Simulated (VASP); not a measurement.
# Cs8Sn7Br24 (a cell with a defect) in VASP: single point with PBEsol

Aim: the single point of Cs8Sn7Br24 (a cell with a defect) with PBEsol.

Program: VASP 6.6.1. These are calculated values, not measurements. Logs are shortened: lines on timing, memory, paths and dates and some standing lists are left out, and cuts for length are marked.

### 1 The cell of the first run

The cell holds a defect, 39 atoms: a = 11.500 Å, b = 11.500 Å, c = 11.500 Å, α = 90.00°, β = 90.00°, γ = 90.00°.

### 2 Single point, PBEsol

INCAR reads:

```
SYSTEM = Cs8Sn7Br24
PREC     = Accurate       ! precision mode
ENCUT    = 400            ! plane-wave cutoff, eV
EDIFF    = 1E-6           ! SCF threshold, eV
ISMEAR   = -1             ! smearing method
SIGMA    = 0.05           ! smearing width, eV
LREAL    = Auto         
LASPH    = .True.         ! aspherical terms in the spheres
NELM     = 120            ! most SCF steps
ALGO     = Normal         ! electronic algorithm
ISIF     = 2              ! what is computed and relaxed
LWAVE    = .False.        ! write WAVECAR
LCHARG   = .False.        ! write CHGCAR
GGA      = PS             ! functional
NBANDS   = 194            ! bands
NELECT   = 340.0        
ISYM     = -1           
GGA_COMPAT= .False.
```

KPOINTS reads:

```
explicit points
1
Reciprocal
  0.25000000   0.25000000   0.25000000 1
```

POSCAR reads:

```
Cs8Sn7Br24
1.0
   11.5000000000      0.0000000000      0.0000000000
    0.0000000000     11.5000000000      0.0000000000
    0.0000000000      0.0000000000     11.5000000000
Cs Sn Br
8 7 24
Direct
    0.0243920000      0.0273980000      0.0252080000
    0.0179420000      0.0205130000      0.4763940000
    0.0227450000      0.4791060000      0.0192290000
    0.0228280000      0.4796180000      0.4788500000
    0.4765050000      0.0199990000      0.0220490000
    0.4748990000      0.0224770000      0.4796400000
    0.4808080000      0.4776860000      0.0254230000
    0.4755720000      0.4737520000      0.4770170000
    0.2493630000      0.2498950000      0.7501610000
    0.2493370000      0.7495030000      0.2502440000
    0.2491850000      0.7499090000      0.7501620000
    0.7497080000      0.2499090000      0.2498210000
    0.7494500000      0.2502340000      0.7497760000
    0.7492080000      0.7499780000      0.2495460000
    0.7490610000      0.7504400000      0.7494300000
    0.2521370000      0.2520520000      0.0013210000
    0.2466320000      0.2472470000      0.4993140000
    0.2533490000      0.7505180000      0.9997400000
    0.2439170000      0.7487690000      0.5005590000
    0.7505500000      0.2492140000      0.9994650000
    0.7484240000      0.2514060000      0.5001240000
    0.7421270000      0.7501390000      0.9999170000
    0.7558940000      0.7494640000      0.4988300000
    0.0007900000      0.2538110000      0.2505450000
    0.9991000000      0.2479240000      0.7536090000
    0.9988380000      0.7480100000      0.2447940000
    0.9995760000      0.7526270000      0.7545490000
    0.4986250000      0.2458350000      0.2496450000
    0.4997880000      0.2536650000      0.7463470000
    0.4996690000      0.7513500000      0.2546280000
    0.4986390000      0.7475090000      0.7437120000
    0.2488080000      0.0002320000      0.2512600000
    0.2523680000      0.9996300000      0.7539080000
    0.2501910000      0.4982770000      0.2495630000
    0.2463660000      0.5003720000      0.7467990000
    0.7555780000      0.9995920000      0.2502220000
    0.7457660000      0.0009820000      0.7476370000
    0.7432430000      0.5003830000      0.2487930000
    0.7530470000      0.4996000000      0.7509840000
```

Potentials or basis: VASP PAW PBE potentials, release 64 (Cs_sv, Sn_d, Br).

Started as:

```console
$ cat potpaw_PBE.64/Cs_sv/POTCAR potpaw_PBE.64/Sn_d/POTCAR potpaw_PBE.64/Br/POTCAR > POTCAR
$ mpirun -np 1 vasp_std > vasp.out
```

OUTCAR:

```text
SYSTEM = Cs8Sn7Br24
   PREC = Accurate
   ENCUT = 400
   EDIFF = 1E-6
   ISMEAR = -1
   LREAL = Auto
   LASPH = .True.
   NELM = 120
   ISIF = 2
   GGA = PS
   NELECT = 340.0
   ISYM = -1

 ion  position               nearest neighbor table
   1  0.024  0.027  0.025-
   2  0.018  0.021  0.476-
   3  0.023  0.479  0.019-
   4  0.023  0.480  0.479-
   5  0.477  0.020  0.022-
   6  0.475  0.022  0.480-
   7  0.481  0.478  0.025-
   8  0.476  0.474  0.477-
   9  0.249  0.250  0.750-  25 2.88  33 2.88  29 2.88  35 2.88  17 2.89  16 2.89
  10  0.249  0.750  0.250-  19 2.88  30 2.88  18 2.88  26 2.88  32 2.88  34 2.89
  11  0.249  0.750  0.750-  31 2.87  35 2.87  18 2.87  19 2.87  27 2.87  33 2.87
  12  0.750  0.250  0.250-  21 2.88  20 2.88  36 2.88  38 2.88  24 2.89  28 2.89
  13  0.749  0.250  0.750-  37 2.87  39 2.87  21 2.87  25 2.87  20 2.87  29 2.87
  14  0.749  0.750  0.250-  23 2.87  30 2.87  38 2.87  26 2.87  36 2.87  22 2.87
  15  0.749  0.750  0.749-  31 2.88  37 2.88  27 2.88  22 2.88  23 2.88  39 2.89
  16  0.252  0.252  0.001-   9 2.89
  17  0.247  0.247  0.499-   9 2.89
  18  0.253  0.751  1.000-  11 2.87  10 2.88
  19  0.244  0.749  0.501-  11 2.87  10 2.88
  20  0.751  0.249  0.999-  13 2.87  12 2.88
  21  0.748  0.251  0.500-  13 2.87  12 2.88
  22  0.742  0.750  1.000-  14 2.87  15 2.88
  23  0.756  0.749  0.499-  14 2.87  15 2.88
  24  0.001  0.254  0.251-  12 2.89
  25  0.999  0.248  0.754-  13 2.87   9 2.88
  26  0.999  0.748  0.245-  14 2.87  10 2.88
  27  1.000  0.753  0.755-  11 2.87  15 2.88
  28  0.499  0.246  0.250-  12 2.89
  29  0.500  0.254  0.746-  13 2.87   9 2.88
  30  0.500  0.751  0.255-  14 2.87  10 2.88
  31  0.499  0.748  0.744-  11 2.87  15 2.88
  32  0.249  0.000  0.251-  10 2.88
  33  0.252  1.000  0.754-  11 2.87   9 2.88
  34  0.250  0.498  0.250-  10 2.89
  35  0.246  0.500  0.747-  11 2.87   9 2.88
  36  0.756  1.000  0.250-  14 2.87  12 2.88
  37  0.746  0.001  0.748-  13 2.87  15 2.88
  38  0.743  0.500  0.249-  14 2.87  12 2.88
  39  0.753  0.500  0.751-  13 2.87  15 2.89

IMPORTANT INFORMATION: All symmetrisations will be switched off!
NOSYMM: (Re-)initialisation of all symmetry stuff for point group C_1.

----------------------------------------------------------------------------------------

                                     Primitive cell

  volume of cell :    1520.8750

  direct lattice vectors                    reciprocal lattice vectors
    11.500000000  0.000000000  0.000000000     0.086956522  0.000000000  0.000000000
     0.000000000 11.500000000  0.000000000     0.000000000  0.086956522  0.000000000
     0.000000000  0.000000000 11.500000000     0.000000000  0.000000000  0.086956522

  length of vectors
    11.500000000 11.500000000 11.500000000     0.086956522  0.086956522  0.086956522

  position of ions in fractional coordinates (direct lattice)
     0.024392000  0.027398000  0.025208000
     0.017942000  0.020513000  0.476394000
     0.022745000  0.479106000  0.019229000
     0.022828000  0.479618000  0.478850000
     0.476505000  0.019999000  0.022049000
     0.474899000  0.022477000  0.479640000
[... 31 lines left out ...]
     0.743243000  0.500383000  0.248793000
     0.753047000  0.499600000  0.750984000

  ion indices of the primitive-cell ions
   primitive index   ion index
                 1           1
                 2           2
                 3           3
                 4           4
                 5           5
                 6           6
[... 31 lines left out ...]
                38          38
                39          39

----------------------------------------------------------------------------------------

 KPOINTS: explicit points

Read explicit list of k-points.

 Found      1 k-points:

 Following reciprocal coordinates:
            Coordinates               Weight
  0.250000  0.250000  0.250000      1.000000
   k-points           NKPTS =      1   k-points in BZ     NKDIM =      1   number of bands    NBANDS=    194
   number of dos      NEDOS =    301   number of ions     NIONS =     39
   total plane-waves  NPLWV = 512000
   dimension x,y,z NGX =    80 NGY =   80 NGZ =   80
   dimension x,y,z NGXF=   160 NGYF=  160 NGZF=  160
   ions per type =               8   7  24
   NGX,Y,Z   is equivalent  to a cutoff of  11.56, 11.56, 11.56 a.u.
   NGXF,Y,Z  is equivalent  to a cutoff of  23.13, 23.13, 23.13 a.u.
 SYSTEM =  Cs8Sn7Br24
   PREC   = accura    normal or accurate (medium, high low for compatibility)
   ISTART =      0    job   : 0-new  1-cont  2-samecut
   ICHARG =      2    charge: 1-file 2-atom 10-const
   ISPIN  =      1    spin polarized calculation?
   LNONCOLLINEAR =      F non collinear calculations
   LSORBIT =      F    spin-orbit coupling
   LASPH  =      T    aspherical Exc in radial PAW
   ENCUT  =  400.0 eV  29.40 Ry    5.42 a.u.  18.75 18.75 18.75*2*pi/ulx,y,z
   NELM   =    120;   NELMIN=  2; NELMDL= -5     # of ELM steps
   EDIFF  = 0.1E-05   stopping-criterion for ELM
   LREAL  =      T    real-space projection
   EDIFFG = 0.1E-04   stopping-criterion for IOM
   NSW    =      0    number of steps for IOM
   IBRION =     -1    ionic relax: 0-MD 1-quasi-New 2-CG
   NFREE  =      0    steps in history (QN), initial steepest desc. (CG)
   ISIF   =      2    stress and relaxation
   ISYM   =     -1    0-nonsym 1-usesym 2-fastsym
   POTIM  = 0.5000    time-step for ionic-motion
   TEBEG  =    0.0;   TEEND  =   0.0 temperature during run
   PSTRESS=    0.0 pullay stress
   NELECT =     340.0000    total number of electrons
   NUPDOWN=      -1.0000    fix difference up-down
   EMIN   =  10.00;   EMAX   =-10.00  energy-range for DOS
   EFERMI =   0.00;   METHOD = LEGACY
   ISMEAR =    -1;   SIGMA  =   0.05  broadening in eV -4-tet -1-fermi 0-gaus
   EFERMI_NEDOS =   21; number of points for ismear=-14 and -15
   IALGO  =     38    algorithm
   IMIX   =      4    mixing-type and parameters
     AMIX     =   0.40;   BMIX     =  1.00
     AMIX_MAG =   1.60;   BMIX_MAG =  1.00
  volume/ion in A,a.u.               =      39.00       263.16
  Fermi-wavevector in a.u.,A,eV,Ry     =   0.993581  1.877596 13.431716  0.987203
  Thomas-Fermi vector in A             =   2.125473
   LORBIT       =      0    0 simple, 1 ext, 2 COOP (PROOUT), +10 PAW based schemes
   GGA     = PS    functional components
   LHFCALC =     F    Hartree Fock is set to
   AEXX    =    0.0000 exact exchange contribution
   IVDW    =     0    specifies the selected vdW correction
   LEPSILON=     F    determine dielectric tensor
   LRPA    =     F    only Hartree local field effects (RPA)
 non-spin polarized calculation
  energy-cutoff  :      400.00
  volume of cell :     1520.88
 maximum number of plane-waves:     27658
 NGX is ok and might be reduce to    80
   NGX = 37   NGY = 37   NGZ = 37

 number of electron     340.0000116 magnetization

 Free energy of the ion-electron system (eV)
  ---------------------------------------------------
  ext. energy  EPLUGINS =         0.00000000
  ---------------------------------------------------
  free energy    TOTEN  =      -126.49756984 eV

  energy without entropy =     -126.49756984  energy(sigma->0) =     -126.49756984

 E-fermi :   2.2181     XC(G=0):  -7.9477

 val. band max:        1.0479048891   @ k =   0.2500   0.2500   0.2500
 cond. band min:       3.4272185862   @ k =   0.2500   0.2500   0.2500
 fundamental gap:      2.3793136971
 Fermi energy:         2.2180543648

 k-point     1 :       0.2500    0.2500    0.2500
  band No.  band energies     occupation
      1     -20.1658      2.00000
      2     -20.1619      2.00000
      3     -20.1589      2.00000
      4     -20.1529      2.00000
      5     -20.1513      2.00000
      6     -20.1500      2.00000
[... 174 lines left out ...]
    181       4.7327      0.00000
    182       5.1217      0.00000
 [bands above 182 left out]

------------------------ aborting loop because EDIFF is reached ----------------------------------------

  FORCE on cell =-STRESS in cart. coord.  units (eV):
  Direction    XX          YY          ZZ          XY          YZ          ZX
  --------------------------------------------------------------------------------------
  -------------------------------------------------------------------------------------
  Total       11.2217457     11.2273723     11.2620922     -0.4464660     -0.4225828     -0.4137701
  in kB       11.8216333     11.8275607     11.8641366     -0.4703330     -0.4451731     -0.4358892
  external PRESSURE =      11.8377769 kB  Pullay stress =       0.0000000 kB

 VOLUME and BASIS-vectors are now :
 -----------------------------------------------------------------------------
  energy-cutoff  :      400.00
  volume of cell :     1520.88
      direct lattice vectors                 reciprocal lattice vectors
    11.500000000  0.000000000  0.000000000     0.086956522  0.000000000  0.000000000
     0.000000000 11.500000000  0.000000000     0.000000000  0.086956522  0.000000000
     0.000000000  0.000000000 11.500000000     0.000000000  0.000000000  0.086956522

 POSITION                                       TOTAL-FORCE (eV/Angst)
 -----------------------------------------------------------------------------------
      0.28051      0.31508      0.28989        -0.004564     -0.007427     -0.010526
      0.20633      0.23590      5.47853         0.000066      0.003802     -0.000862
      0.26157      5.50972      0.22113         0.005132     -0.001109      0.005317
      0.26252      5.51561      5.50678        -0.003254     -0.000043     -0.003145
      5.47981      0.22999      0.25356         0.001608     -0.000299      0.001145
      5.46134      0.25849      5.51586         0.005043     -0.007207      0.005951
[... 31 lines left out ...]
      8.54729      5.75440      2.86112        -0.005537      0.001430     -0.000188
      8.66004      5.74540      8.63632        -0.000259      0.009930     -0.002055
 -----------------------------------------------------------------------------------
    total drift:                                0.000505     -0.001959     -0.003321

  FREE ENERGIE OF THE ION-ELECTRON SYSTEM (eV)
  ---------------------------------------------------
  free  energy   TOTEN  =      -126.4975698416 eV

  energy  without entropy=     -126.4975698413  energy(sigma->0) =     -126.49756984
```

It took 7.2 min on 1 thread of Intel Xeon Platinum 8259CL at 2.50GHz (Skylake/Cascade Lake), shared host; peak memory 0.99 GiB.

What came out:

```
Free energy   : -126.4976 eV
Largest force : 0.025 eV/Å
```

Forces in eV/Å, atoms in the order of the input:
```
Cs  -0.005 -0.007 -0.011
Cs   0.000  0.004 -0.001
Cs   0.005 -0.001  0.005
Cs  -0.003  0.000 -0.003
Cs   0.002  0.000  0.001
Cs   0.005 -0.007  0.006
Cs  -0.002  0.001 -0.004
Cs   0.000  0.003  0.004
Sn   0.004  0.003  0.006
Sn  -0.005 -0.017 -0.004
Sn  -0.002  0.001 -0.001
Sn   0.006  0.006  0.003
Sn  -0.003  0.009  0.000
Sn   0.006 -0.005 -0.003
Sn   0.004 -0.013  0.003
Br   0.001  0.001 -0.014
Br  -0.003  0.001  0.009
Br   0.005  0.000 -0.005
Br  -0.007  0.001  0.004
Br  -0.004 -0.004 -0.005
Br   0.006 -0.004  0.006
Br  -0.019  0.005  0.003
Br   0.012  0.001 -0.001
Br  -0.018 -0.001  0.004
Br  -0.002 -0.010  0.002
Br   0.000  0.001 -0.008
Br  -0.001  0.005  0.010
Br   0.007  0.002  0.004
Br   0.006  0.000 -0.001
Br   0.000  0.006  0.008
Br   0.004 -0.003 -0.011
Br   0.001  0.006 -0.003
Br   0.003 -0.004 -0.003
Br   0.002  0.025  0.002
Br   0.000  0.005  0.001
Br   0.004 -0.009  0.001
Br  -0.004 -0.012 -0.001
Br  -0.006  0.001  0.000
Br   0.000  0.010 -0.002
```

Levels at points of the mesh, in eV from the Fermi level:
```csv
k point,band 166,band 167,band 168,band 169,band 170,band 171,band 172,band 173,band 174,band 175
"(0.25, 0.25, 0.25)",-2.02,-1.80,-1.32,-1.31,-1.17,1.21,1.21,1.45,1.63,1.63
```

Caveat: the cell carries a net charge on a neutralising background, which shifts energy and pressure; the cell is charged against a uniform background, so pressure and absolute levels hang on convention; the PAW data sets were made with another functional, which shifts forces and pressure a little; spin-orbit coupling is left out, which moves the levels of the heavy elements.
